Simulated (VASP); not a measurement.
# Al4GeRu (I-42m) in VASP: single point with PBE

Aim: the single point of Al4GeRu with PBE.

All numbers are computed with VASP 6.6.1; they aren't measurements. Logs are shortened: lines on timing, memory, paths and dates and some standing lists are left out, and cuts for length are marked.

### Step 1. The cell of the first run

Symmetry: I-42m, No. 121, tetragonal system. The conventional cell has a = 5.159 Å, b = 5.159 Å, c = 6.994 Å, α = 90.00°, β = 90.00°, γ = 90.00°. Within 2.0 Å of Al (site symmetry m) lie 1 Ge at 1.49 Å. Ge (site symmetry -42m) has 4 Al at 1.49 Å within 2.0 Å. Ru (site symmetry -42m) has 8 Al at 2.60 to 2.88 Å and 2 Ge at 3.50 Å within 3.5 Å.

The cell was generated, and may not be a known phase.

### Step 2. Single point, PBE

Input file INCAR:

```
PREC     = Accurate       # precision mode
ENCUT    = 560            # plane-wave cutoff, eV
EDIFF    = 1E-6           # SCF threshold, eV
ISMEAR   = 0              # smearing method
SIGMA    = 0.1            # smearing width, eV
LREAL    = False          # projectors in reciprocal space
LASPH    = True           # aspherical terms in the spheres
NELM     = 120            # most SCF steps
ALGO     = Normal         # electronic algorithm
ISIF     = 2              # what is computed and relaxed
LWAVE    = False          # write WAVECAR
LCHARG   = False          # write CHGCAR
GGA      = PE             # functional
NBANDS   = 30             # bands
GGA_COMPAT= False
```

Input file KPOINTS:

```
Automatic mesh
0
Gamma
  6 6 6
```

Input file POSCAR:

```
Al4GeRu
1.0
   -2.5793188500      2.5793188500      3.4968016600
    2.5793188500     -2.5793188500      3.4968016600
    2.5793188500      2.5793188500     -3.4968016600
Al Ge Ru
4 1 1
Direct
    0.2912000100      0.2912000100      0.3305999900
    0.7087999900      0.0393999800      0.0000000000
    0.9606000200      0.9606000200      0.6694000100
    0.0393999800      0.7087999900      0.0000000000
    0.0000000000      0.0000000000      0.0000000000
    0.5000000000      0.5000000000      0.0000000000
```

Potentials or basis: VASP PAW PBE potentials, release 64 (Al, Ge_d, Ru_sv).

Launch:

```
$ cat potpaw_PBE.64/Al/POTCAR potpaw_PBE.64/Ge_d/POTCAR potpaw_PBE.64/Ru_sv/POTCAR > POTCAR
$ mpirun -np 1 vasp_std > vasp.out
```

OUTCAR:

```text
PREC = Accurate
   ENCUT = 560
   EDIFF = 1E-6
   ISMEAR = 0
   LREAL = False
   LASPH = True
   NELM = 120
   ISIF = 2
   GGA = PE

 ion  position               nearest neighbor table
   1  0.291  0.291  0.331-   5 1.49   3 2.41   4 2.45   2 2.45   6 2.60   6 2.88   4 3.23   2 3.23
                             4 3.23   2 3.23
   2  0.709  0.039  0.000-   5 1.49   4 2.41   1 2.45   3 2.45   6 2.60   6 2.88   3 3.23   1 3.23
                             3 3.23   1 3.23
   3  0.961  0.961  0.669-   5 1.49   1 2.41   4 2.45   2 2.45   6 2.60   6 2.88   4 3.23   2 3.23
                             4 3.23   2 3.23
   4  0.039  0.709  0.000-   5 1.49   2 2.41   1 2.45   3 2.45   6 2.60   6 2.88   3 3.23   1 3.23
                             3 3.23   1 3.23
   5  0.000  0.000  0.000-   2 1.49   4 1.49   1 1.49   3 1.49
   6  0.500  0.500  0.000-   1 2.60   3 2.60   4 2.60   2 2.60   3 2.88   2 2.88   4 2.88   1 2.88

 -----------------------------------------------------------------------------
|                                                                             |
|           W    W    AA    RRRRR   N    N  II  N    N   GGGG   !!!           |
|           W    W   A  A   R    R  NN   N  II  NN   N  G    G  !!!           |
|           W    W  A    A  R    R  N N  N  II  N N  N  G       !!!           |
|           W WW W  AAAAAA  RRRRR   N  N N  II  N  N N  G  GGG   !            |
|           WW  WW  A    A  R   R   N   NN  II  N   NN  G    G                |
|           W    W  A    A  R    R  N    N  II  N    N   GGGG   !!!           |
|                                                                             |
|     The distance between some ions is very small. Please check the          |
|     nearest-neighbor list in the OUTCAR file.                               |
|     I HOPE YOU KNOW WHAT YOU ARE DOING!                                     |
|                                                                             |
 -----------------------------------------------------------------------------

  LATTYP: Found a body centered tetragonal cell.
 ALAT       =     5.1586377000
 C/A-ratio  =     1.3557074031

  Lattice vectors:

 A1 = (  -2.5793188500,   2.5793188500,   3.4968016600)
 A2 = (   2.5793188500,  -2.5793188500,   3.4968016600)
 A3 = (   2.5793188500,   2.5793188500,  -3.4968016600)

Analysis of symmetry for initial positions (statically):
=====================================================================
 Subroutine PRICEL returns:
 Original cell was already a primitive cell.

 Routine SETGRP: Setting up the symmetry group for a
 body centered tetragonal supercell.

 Subroutine GETGRP returns: Found  8 space group operations
 (whereof  8 operations were pure point group operations)
 out of a pool of 16 trial point group operations.

The static configuration has the point symmetry D_2d.

Analysis of symmetry for dynamics (positions and initial velocities):
[... 126 lines left out ...]
   ISYM   =      2    0-nonsym 1-usesym 2-fastsym
   POTIM  = 0.5000    time-step for ionic-motion
   TEBEG  =    0.0;   TEEND  =   0.0 temperature during run
   PSTRESS=    0.0 pullay stress
   NELECT =      42.0000    total number of electrons
   NUPDOWN=      -1.0000    fix difference up-down
   EMIN   =  10.00;   EMAX   =-10.00  energy-range for DOS
   EFERMI =   0.00;   METHOD = LEGACY
   ISMEAR =     0;   SIGMA  =   0.10  broadening in eV -4-tet -1-fermi 0-gaus
   EFERMI_NEDOS =   21; number of points for ismear=-14 and -15
   IALGO  =     38    algorithm
   IMIX   =      4    mixing-type and parameters
     AMIX     =   0.40;   BMIX     =  1.00
     AMIX_MAG =   1.60;   BMIX_MAG =  1.00
  volume/ion in A,a.u.               =      15.51       104.66
  Fermi-wavevector in a.u.,A,eV,Ry     =   1.255772  2.373066 21.455900  1.576964
  Thomas-Fermi vector in A             =   2.389513
   LORBIT       =      0    0 simple, 1 ext, 2 COOP (PROOUT), +10 PAW based schemes
   GGA     = PE    functional components
   LHFCALC =     F    Hartree Fock is set to
   AEXX    =    0.0000 exact exchange contribution
   IVDW    =     0    specifies the selected vdW correction
   LEPSILON=     F    determine dielectric tensor
   LRPA    =     F    only Hartree local field effects (RPA)
 non-spin polarized calculation
 Gauss-broadening in eV      SIGMA  =   0.10
  energy-cutoff  :      560.00
  volume of cell :       93.06
 maximum number of plane-waves:      2830
   NGX = 19   NGY = 19   NGZ = 19

 number of electron      42.0000002 magnetization

 Free energy of the ion-electron system (eV)
  ---------------------------------------------------
  ext. energy  EPLUGINS =         0.00000000
  ---------------------------------------------------
  free energy    TOTEN  =        24.53119412 eV

  energy without entropy =       24.55433159  energy(sigma->0) =       24.54276286

 E-fermi :   8.6813     XC(G=0): -10.7977

 val. band max:        8.6701131112   @ k =  -0.3333   0.5000   0.1667
 cond. band min:       8.6881850488   @ k =   0.3333  -0.0000   0.0000
 fundamental gap:      0.0180719376
 Fermi energy:         8.6812589609

 k-point     1 :       0.0000    0.0000    0.0000
  band No.  band energies     occupation
      1     -63.0441      2.00000
      2     -33.1206      2.00000
      3     -33.0258      2.00000
      4     -33.0258      2.00000
      5     -22.3548      2.00000
      6     -22.3548      2.00000
[... 781 lines left out ...]
     29      14.5317      0.00000
     30      14.8281      0.00000

 [... further k-points ...]
[... 5 lines left out ...]
  --------------------------------------------------------------------------------------
  -------------------------------------------------------------------------------------
  Total       90.9297451     90.9297451     94.2489955      0.0000000      0.0000000      0.0000000
  in kB     1565.5808517   1565.5808517   1622.7299722      0.0000000      0.0000000      0.0000000
  external PRESSURE =    1584.6305585 kB  Pullay stress =       0.0000000 kB

 VOLUME and BASIS-vectors are now :
 -----------------------------------------------------------------------------
  energy-cutoff  :      560.00
  volume of cell :       93.06
      direct lattice vectors                 reciprocal lattice vectors
    -2.579318850  2.579318850  3.496801660     0.000000000  0.193849628  0.142987807
     2.579318850 -2.579318850  3.496801660     0.193849628  0.000000000  0.142987807
     2.579318850  2.579318850 -3.496801660     0.193849628  0.193849628  0.000000000

 POSITION                                       TOTAL-FORCE (eV/Angst)
 -----------------------------------------------------------------------------------
      0.85272      0.85272      0.88049        27.961235     27.961235     29.177624
     -1.72660      1.72660      2.61631        27.961235    -27.961235    -29.177624
      1.72660      1.72660      4.37730       -27.961235    -27.961235     29.177624
      1.72660     -1.72660      2.61631       -27.961235     27.961235    -29.177624
      0.00000      0.00000      0.00000        -0.000000     -0.000000      0.000000
      0.00000      0.00000      3.49680        -0.000000     -0.000000      0.000000
 -----------------------------------------------------------------------------------
    total drift:                                0.000001      0.000001      0.000002

  FREE ENERGIE OF THE ION-ELECTRON SYSTEM (eV)
  ---------------------------------------------------
  free  energy   TOTEN  =        24.5311941220 eV

  energy  without entropy=       24.5543315914  energy(sigma->0) =       24.54276286
```

OSZICAR:

```text
N       E                     dE             d eps       ncg     rms          rms(c)
DAV:   1     0.497921950827E+03    0.49792E+03   -0.22778E+04  2376   0.271E+03
DAV:   2     0.742327088823E+02   -0.42369E+03   -0.40925E+03  1912   0.813E+02
DAV:   3     0.217913986779E+02   -0.52441E+02   -0.50894E+02  2172   0.152E+02
DAV:   4     0.189453342671E+02   -0.28461E+01   -0.28339E+01  2224   0.390E+01
DAV:   5     0.188655988936E+02   -0.79735E-01   -0.79724E-01  2332   0.651E+00    0.185E+01
DAV:   6     0.206538368271E+02    0.17882E+01   -0.50147E+01  2400   0.458E+01    0.130E+01
DAV:   7     0.241428740829E+02    0.34890E+01   -0.14196E+01  2062   0.200E+01    0.634E+00
DAV:   8     0.244754207641E+02    0.33255E+00   -0.96278E-01  2118   0.646E+00    0.252E+00
DAV:   9     0.245230457092E+02    0.47625E-01   -0.33075E-01  2202   0.325E+00    0.913E-01
DAV:  10     0.245307372888E+02    0.76916E-02   -0.28966E-02  2320   0.119E+00    0.411E-01
DAV:  11     0.245311942847E+02    0.45700E-03   -0.37170E-03  2146   0.359E-01    0.143E-01
DAV:  12     0.245311532372E+02   -0.41048E-04   -0.59891E-04  2536   0.131E-01    0.846E-02
DAV:  13     0.245311870262E+02    0.33789E-04   -0.24448E-04  2248   0.742E-02    0.232E-02
DAV:  14     0.245311942741E+02    0.72479E-05   -0.33976E-05  1920   0.260E-02    0.235E-03
DAV:  15     0.245311941220E+02   -0.15215E-06   -0.25864E-06  1812   0.144E-02
   1 F= 0.24531194E+02 E0= 0.24542763E+02  d E =-.231375E-01
```

It took 1.7 min on 1 thread of Intel Xeon Platinum 8259CL at 2.50GHz (Skylake/Cascade Lake), shared host; peak memory 0.3 GiB.

What came out:

```
Free energy            : 24.5312 eV
Pressure               : 158.5 GPa
Largest force          : 49.143 eV/Å
Band gap on the k mesh : zero (bands 21 and 22 overlap by 2.06 eV)
```

Forces on the atoms (eV/Å):
```
Al   27.961  27.961  29.178
Al   27.961 -27.961 -29.178
Al  -27.961 -27.961  29.178
Al  -27.961  27.961 -29.178
Ge    0.000   0.000   0.000
Ru    0.000   0.000   0.000
```

Stress tensor (GPa, compression positive):
```
156.56   0.00   0.00
  0.00 156.56   0.00
  0.00   0.00 162.27
```

Caveat: atoms lie so close that the PAW spheres overlap strongly, which falsifies energies and pressures; the stress differs along the axes, from 157 to 162 GPa; forces of over 1 eV/Å act on the atoms, so gaps and moduli don't describe the material at rest.
